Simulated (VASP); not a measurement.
# Be (I4/mmm) in VASP: a series of runs

The runs below take Be through single point, with PBEsol.

Program: VASP 6.6.1. These are calculated values, not measurements. Logs are shortened: lines on timing, memory, paths and dates and some standing lists are left out, and cuts for length are marked.

## (1) The cell of the first run

It takes space group I4/mmm (No. 139, tetragonal). Conventional cell: a = 2.506 Å, b = 2.506 Å, c = 2.544 Å, α = 90.00°, β = 90.00°, γ = 90.00°. Be (site symmetry 4/mmm) has 14 Be at 2.18 to 2.54 Å within 2.9 Å.

This isn't the form of Be at room conditions, which is hcp.

## (2) Single point, PBEsol (strain +0.000 along x and y, +0.015 along z)

Contents of INCAR:

```
PREC = Accurate
ENCUT = 520
EDIFF = 1E-6
ISMEAR = 0
SIGMA = 0.15
LREAL = False
LASPH = True
NELM = 60
ALGO = Fast
ISIF = 2
LWAVE = False
LCHARG = False
GGA = PS
NBANDS = 7
```

Contents of KPOINTS:

```
regular mesh
0
Gamma
  26 26 26
```

Contents of POSCAR:

```
Be
1.0
   -1.2531209513      1.2531209513      1.2719177656
    1.2531209513     -1.2531209513      1.2719177656
    1.2531209513      1.2531209513     -1.2719177656
Be
1
Direct
    0.0000000000      0.0000000000      0.0000000000
```

Potentials or basis: VASP PAW PBE potentials, release 64 (Be).

Command:

```
> cat potpaw_PBE.64/Be/POTCAR > POTCAR
> mpirun -np 1 vasp_std > vasp.out
```

OUTCAR:

```text
PREC = Accurate
   ENCUT = 520
   EDIFF = 1E-6
   ISMEAR = 0
   LREAL = False
   LASPH = True
   NELM = 60
   ISIF = 2
   GGA = PS

 ion  position               nearest neighbor table
   1  0.000  0.000  0.000-

  LATTYP: Found a body centered tetragonal cell.
 ALAT       =     2.5062419026
 C/A-ratio  =     1.0150000000

  Lattice vectors:

 A1 = (  -1.2531209513,   1.2531209513,   1.2719177656)
 A2 = (   1.2531209513,  -1.2531209513,   1.2719177656)
 A3 = (   1.2531209513,   1.2531209513,  -1.2719177656)

Analysis of symmetry for initial positions (statically):
=====================================================================
 Subroutine PRICEL returns:
 Original cell was already a primitive cell.

 Routine SETGRP: Setting up the symmetry group for a
 body centered tetragonal supercell.

 Subroutine GETGRP returns: Found 16 space group operations
 (whereof 16 operations were pure point group operations)
 out of a pool of 16 trial point group operations.

The static configuration has the point symmetry D_4h.

Analysis of symmetry for dynamics (positions and initial velocities):
=====================================================================
 Subroutine PRICEL returns:
 Original cell was already a primitive cell.

 Routine SETGRP: Setting up the symmetry group for a
 body centered tetragonal supercell.

 Subroutine GETGRP returns: Found 16 space group operations
 (whereof 16 operations were pure point group operations)
 out of a pool of 16 trial point group operations.

The dynamic configuration has the point symmetry D_4h.

 Subroutine INISYM returns: Found 16 space group operations
 (whereof 16 operations are pure point group operations),
 and found     1 'primitive' translations

----------------------------------------------------------------------------------------

                                     Primitive cell

  volume of cell :       7.9892

  direct lattice vectors                    reciprocal lattice vectors
    -1.253120951  1.253120951  1.271917766     0.000000000  0.399003783  0.393107175
     1.253120951 -1.253120951  1.271917766     0.399003783  0.000000000  0.393107175
     1.253120951  1.253120951 -1.271917766     0.399003783  0.399003783  0.000000000

  length of vectors
     2.181375493  2.181375493  2.181375493     0.560122549  0.560122549  0.564276561

  position of ions in fractional coordinates (direct lattice)
     0.000000000  0.000000000  0.000000000

  ion indices of the primitive-cell ions
[... 75 lines left out ...]
   LREAL  =      F    real-space projection
   EDIFFG = 0.1E-04   stopping-criterion for IOM
   NSW    =      0    number of steps for IOM
   IBRION =     -1    ionic relax: 0-MD 1-quasi-New 2-CG
   NFREE  =      0    steps in history (QN), initial steepest desc. (CG)
   ISIF   =      2    stress and relaxation
   ISYM   =      2    0-nonsym 1-usesym 2-fastsym
   POTIM  = 0.5000    time-step for ionic-motion
   TEBEG  =    0.0;   TEEND  =   0.0 temperature during run
   PSTRESS=    0.0 pullay stress
   NELECT =       2.0000    total number of electrons
   NUPDOWN=      -1.0000    fix difference up-down
   EMIN   =  10.00;   EMAX   =-10.00  energy-range for DOS
   EFERMI =   0.00;   METHOD = LEGACY
   ISMEAR =     0;   SIGMA  =   0.15  broadening in eV -4-tet -1-fermi 0-gaus
   EFERMI_NEDOS =   21; number of points for ismear=-14 and -15
   IALGO  =     68    algorithm
   IMIX   =      4    mixing-type and parameters
     AMIX     =   0.40;   BMIX     =  1.00
     AMIX_MAG =   1.60;   BMIX_MAG =  1.00
  volume/ion in A,a.u.               =       7.99        53.91
  Fermi-wavevector in a.u.,A,eV,Ry     =   1.031771  1.949764 14.484091  1.064551
  Thomas-Fermi vector in A             =   2.165935
   LORBIT       =      0    0 simple, 1 ext, 2 COOP (PROOUT), +10 PAW based schemes
   GGA     = PS    functional components
   LHFCALC =     F    Hartree Fock is set to
   AEXX    =    0.0000 exact exchange contribution
   IVDW    =     0    specifies the selected vdW correction
   LEPSILON=     F    determine dielectric tensor
   LRPA    =     F    only Hartree local field effects (RPA)
 non-spin polarized calculation
 RMM-DIIS sequential band-by-band and
 Gauss-broadening in eV      SIGMA  =   0.15
  energy-cutoff  :      520.00
  volume of cell :        7.99
 maximum number of plane-waves:       236
   NGX =  7   NGY =  7   NGZ =  7

 number of electron       2.0000000 magnetization

 Free energy of the ion-electron system (eV)
  ---------------------------------------------------
  ext. energy  EPLUGINS =         0.00000000
  ---------------------------------------------------
  free energy    TOTEN  =        -3.89917092 eV

  energy without entropy =       -3.89830999  energy(sigma->0) =       -3.89874045

 E-fermi :   7.7740     XC(G=0): -10.5794

 val. band max:        7.7736562159   @ k =   0.2692   0.2692   0.1538
 cond. band min:       7.7750032686   @ k =   0.3462   0.2692   0.0000
 fundamental gap:      0.0013470526
 Fermi energy:         7.7740093986

 k-point     1 :       0.0000    0.0000    0.0000
  band No.  band energies     occupation
      1      -4.3559      2.00000
      2      26.8195      0.00000
      3      26.9315      0.00000
      4      26.9315      0.00000
      5      37.9844      0.00000
      6      37.9844      0.00000
      7      38.6366      0.00000
[... 221 lines left out ...]
 k-point    24 :       0.3846    0.0385    0.0000
  band No.  band energies     occupation
      1       1.1158      2.00000
      2      10.3352      0.00000
      3      20.1895      0.00000
      4      23.0567      0.00000
      5      29.2082      0.00000
      6      33.6138      0.00000
      7      41.9772      0.00000

 [... further k-points ...]

------------------------ aborting loop because EDIFF is reached ----------------------------------------

  FORCE on cell =-STRESS in cart. coord.  units (eV):
  Direction    XX          YY          ZZ          XY          YZ          ZX
  --------------------------------------------------------------------------------------
  -------------------------------------------------------------------------------------
  Total       -0.1348917     -0.1348917     -0.2300704      0.0000000      0.0000000      0.0000000
  in kB      -27.0514690    -27.0514690    -46.1387936      0.0000000      0.0000000      0.0000000
  external PRESSURE =     -33.4139105 kB  Pullay stress =       0.0000000 kB

 VOLUME and BASIS-vectors are now :
 -----------------------------------------------------------------------------
  energy-cutoff  :      520.00
  volume of cell :        7.99
      direct lattice vectors                 reciprocal lattice vectors
    -1.253120951  1.253120951  1.271917766     0.000000000  0.399003783  0.393107175
     1.253120951 -1.253120951  1.271917766     0.399003783  0.000000000  0.393107175
     1.253120951  1.253120951 -1.271917766     0.399003783  0.399003783  0.000000000

 POSITION                                       TOTAL-FORCE (eV/Angst)
 -----------------------------------------------------------------------------------
      0.00000      0.00000      0.00000        -0.000000      0.000000     -0.000000
 -----------------------------------------------------------------------------------
    total drift:                               -0.000000     -0.000000      0.000000

  FREE ENERGIE OF THE ION-ELECTRON SYSTEM (eV)
  ---------------------------------------------------
  free  energy   TOTEN  =        -3.8991709171 eV

  energy  without entropy=       -3.8983099884  energy(sigma->0) =       -3.89874045
```

Wall time 35 s (1 thread of Intel Xeon 8259CL, shared host); peak memory 0.17 GiB.

What came out:

```yaml
Free_energy: -3.8992 eV
Pressure: -3.3 GPa
Band_gap_on_the_k_mesh: zero (bands 1 and 2 overlap by 4.85 eV)
```

Levels at points of the mesh, in eV from the Fermi level:
```
           k point  band 1  band 2  band 3  band 4
(0.00, 0.00, 0.00)  -12.13   19.05   19.16   19.16
(0.50, 0.00, 0.00)   -5.20    0.29   12.21   15.43
(0.50, 0.50, 0.00)   -5.09    0.48   11.88   14.96
(0.50, 0.50, 0.50)    3.53    4.10    4.10    9.55
```

Caveat: the cell differs from its parent crystal (strain +0.000 along x and y, +0.015 along z); the cell stands under tension; the PAW data sets were made with another functional, which shifts forces and pressure a little.

## (3) Single point, PBEsol (strain +0.015 along x and y, -0.015 along z)

Contents of INCAR:

```
SYSTEM = Be
PREC     = Accurate       ! precision mode
ENCUT    = 520            ! plane-wave cutoff, eV
EDIFF    = 1E-7           ! SCF threshold, eV
ISMEAR   = 0              ! smearing method
SIGMA    = 0.15           ! smearing width, eV
LREAL    = .False.        ! projectors in reciprocal space
LASPH    = .True.         ! aspherical terms in the spheres
NELM     = 100            ! most SCF steps
ALGO     = Normal         ! electronic algorithm
ISIF     = 2              ! what is computed and relaxed
LWAVE    = .False.        ! write WAVECAR
LCHARG   = .False.        ! write CHGCAR
GGA      = PS             ! functional
NBANDS   = 7              ! bands
```

Contents of KPOINTS:

```
regular mesh
0
Gamma
  26 26 26
  0 0 0
```

Contents of POSCAR:

```
Be
1.0
   -1.2719177656      1.2719177656      1.2343241370
    1.2719177656     -1.2719177656      1.2343241370
    1.2719177656      1.2719177656     -1.2343241370
Be
1
Direct
    0.0000000000      0.0000000000      0.0000000000
```

Potentials or basis: VASP PAW PBE potentials, release 64 (Be).

Command:

```
> cat potpaw_PBE.64/Be/POTCAR > POTCAR
> mpirun -np 1 vasp_std > vasp.out
```

OUTCAR:

```text
SYSTEM = Be
   PREC = Accurate
   ENCUT = 520
   EDIFF = 1E-7
   ISMEAR = 0
   LREAL = .False.
   LASPH = .True.
   NELM = 100
   ISIF = 2
   GGA = PS

 ion  position               nearest neighbor table
   1  0.000  0.000  0.000-

  LATTYP: Found a body centered tetragonal cell.
 ALAT       =     2.5438355312
 C/A-ratio  =     0.9704433497

  Lattice vectors:

 A1 = (  -1.2719177656,   1.2719177656,   1.2343241370)
 A2 = (   1.2719177656,  -1.2719177656,   1.2343241370)
 A3 = (   1.2719177656,   1.2719177656,  -1.2343241370)

Analysis of symmetry for initial positions (statically):
=====================================================================
 Subroutine PRICEL returns:
 Original cell was already a primitive cell.

 Routine SETGRP: Setting up the symmetry group for a
 body centered tetragonal supercell.

 Subroutine GETGRP returns: Found 16 space group operations
 (whereof 16 operations were pure point group operations)
 out of a pool of 16 trial point group operations.

The static configuration has the point symmetry D_4h.

Analysis of symmetry for dynamics (positions and initial velocities):
=====================================================================
 Subroutine PRICEL returns:
 Original cell was already a primitive cell.

 Routine SETGRP: Setting up the symmetry group for a
 body centered tetragonal supercell.

 Subroutine GETGRP returns: Found 16 space group operations
 (whereof 16 operations were pure point group operations)
 out of a pool of 16 trial point group operations.

The dynamic configuration has the point symmetry D_4h.

 Subroutine INISYM returns: Found 16 space group operations
 (whereof 16 operations are pure point group operations),
 and found     1 'primitive' translations

----------------------------------------------------------------------------------------

[... 109 lines left out ...]
     AMIX     =   0.40;   BMIX     =  1.00
     AMIX_MAG =   1.60;   BMIX_MAG =  1.00
  volume/ion in A,a.u.               =       7.99        53.90
  Fermi-wavevector in a.u.,A,eV,Ry     =   1.031848  1.949910 14.486264  1.064710
  Thomas-Fermi vector in A             =   2.166017
   LORBIT       =      0    0 simple, 1 ext, 2 COOP (PROOUT), +10 PAW based schemes
   GGA     = PS    functional components
   LHFCALC =     F    Hartree Fock is set to
   AEXX    =    0.0000 exact exchange contribution
   IVDW    =     0    specifies the selected vdW correction
   LEPSILON=     F    determine dielectric tensor
   LRPA    =     F    only Hartree local field effects (RPA)
 non-spin polarized calculation
 Gauss-broadening in eV      SIGMA  =   0.15
  energy-cutoff  :      520.00
  volume of cell :        7.99
 maximum number of plane-waves:       236
   NGX =  9   NGY =  9   NGZ =  9

 number of electron       2.0000000 magnetization

 Free energy of the ion-electron system (eV)
  ---------------------------------------------------
  ext. energy  EPLUGINS =         0.00000000
  ---------------------------------------------------
  free energy    TOTEN  =        -3.89802214 eV

  energy without entropy =       -3.89666985  energy(sigma->0) =       -3.89734599

 E-fermi :   7.7915     XC(G=0): -10.5800

 val. band max:        7.7801403531   @ k =   0.3462   0.3462   0.0769
 cond. band min:       7.7935876144   @ k =  -0.4615  -0.4615   0.3077
 fundamental gap:      0.0134472613
 Fermi energy:         7.7915137736

 k-point     1 :       0.0000    0.0000    0.0000
  band No.  band energies     occupation
      1      -4.3553      2.00000
      2      26.7969      0.00000
      3      26.7969      0.00000
      4      27.0832      0.00000
      5      37.3316      0.00000
      6      38.6697      0.00000
      7      38.6697      0.00000
[... 221 lines left out ...]
 k-point    24 :       0.3846    0.0385   -0.0000
  band No.  band energies     occupation
      1       1.2258      2.00000
      2      10.5421      0.00000
      3      19.9131      0.00000
      4      22.6027      0.00000
      5      28.6478      0.00000
      6      33.2669      0.00000
      7      42.1438      0.00000

 [... further k-points ...]

------------------------ aborting loop because EDIFF is reached ----------------------------------------

  FORCE on cell =-STRESS in cart. coord.  units (eV):
  Direction    XX          YY          ZZ          XY          YZ          ZX
  --------------------------------------------------------------------------------------
  -------------------------------------------------------------------------------------
  Total       -0.2033801     -0.2033801     -0.0774867      0.0000000      0.0000000      0.0000000
  in kB      -40.7954455    -40.7954455    -15.5428462      0.0000000      0.0000000      0.0000000
  external PRESSURE =     -32.3779124 kB  Pullay stress =       0.0000000 kB

 VOLUME and BASIS-vectors are now :
 -----------------------------------------------------------------------------
  energy-cutoff  :      520.00
  volume of cell :        7.99
      direct lattice vectors                 reciprocal lattice vectors
    -1.271917766  1.271917766  1.234324137     0.000000000  0.393107175  0.405079983
     1.271917766 -1.271917766  1.234324137     0.393107175  0.000000000  0.405079983
     1.271917766  1.271917766 -1.234324137     0.393107175  0.393107175  0.000000000

 POSITION                                       TOTAL-FORCE (eV/Angst)
 -----------------------------------------------------------------------------------
      0.00000      0.00000      0.00000         0.000000      0.000000      0.000000
 -----------------------------------------------------------------------------------
    total drift:                                0.000000     -0.000000      0.000000

  FREE ENERGIE OF THE ION-ELECTRON SYSTEM (eV)
  ---------------------------------------------------
  free  energy   TOTEN  =        -3.8980221354 eV

  energy  without entropy=       -3.8966698479  energy(sigma->0) =       -3.89734599
```

OSZICAR:

```text
N       E                     dE             d eps       ncg     rms          rms(c)
DAV:   1    -0.262415713697E+01   -0.26242E+01   -0.11239E+03 20132   0.233E+02
DAV:   2    -0.390888880366E+01   -0.12847E+01   -0.12269E+01 25788   0.258E+01
DAV:   3    -0.391096094442E+01   -0.20721E-02   -0.20719E-02 21084   0.910E-01
DAV:   4    -0.391096132590E+01   -0.38148E-06   -0.38062E-06 28056   0.120E-02
DAV:   5    -0.391096132524E+01    0.66447E-09   -0.68408E-10 21280   0.598E-05    0.796E-01
DAV:   6    -0.390174505902E+01    0.92163E-02   -0.59633E-04 20307   0.266E-01    0.485E-01
DAV:   7    -0.389802901761E+01    0.37160E-02   -0.65131E-04 19880   0.273E-01    0.159E-02
DAV:   8    -0.389802160287E+01    0.74147E-05   -0.15521E-06 22393   0.117E-02    0.312E-03
DAV:   9    -0.389802215142E+01   -0.54855E-06   -0.15356E-07 23261   0.226E-03    0.106E-04
DAV:  10    -0.389802213536E+01    0.16061E-07   -0.18599E-10 13573   0.133E-04
   1 F= -.38980221E+01 E0= -.38973460E+01  d E =-.135229E-02
```

It took 37 s on 1 thread of Intel Xeon 8259CL, shared host; peak memory 0.17 GiB.

What came out:

| Property | Result |
| --- | --- |
| Free energy | -3.8980 eV |
| Pressure | -3.2 GPa |
| Band gap on the k mesh | zero (bands 1 and 2 overlap by 4.74 eV) |

Stress tensor (GPa, compression positive):
```
-4.08  0.00  0.00
 0.00 -4.08  0.00
 0.00  0.00 -1.55
```

Levels at points of the mesh, in eV from the Fermi level:
| k point | band 1 | band 2 | band 3 | band 4 |
| --- | --- | --- | --- | --- |
| (0.00, 0.00, 0.00) | -12.15 | 19.01 | 19.01 | 19.29 |
| (0.50, 0.00, 0.00) | -5.10 | 0.47 | 11.87 | 14.94 |
| (0.50, 0.50, 0.00) | -5.33 | 0.09 | 12.55 | 15.90 |
| (0.50, 0.50, 0.50) | 3.51 | 3.51 | 4.69 | 9.37 |

Caveat: the cell differs from its parent crystal (strain +0.015 along x and y, -0.015 along z); the cell stands under tension; the PAW data sets were made with another functional, which shifts forces and pressure a little.
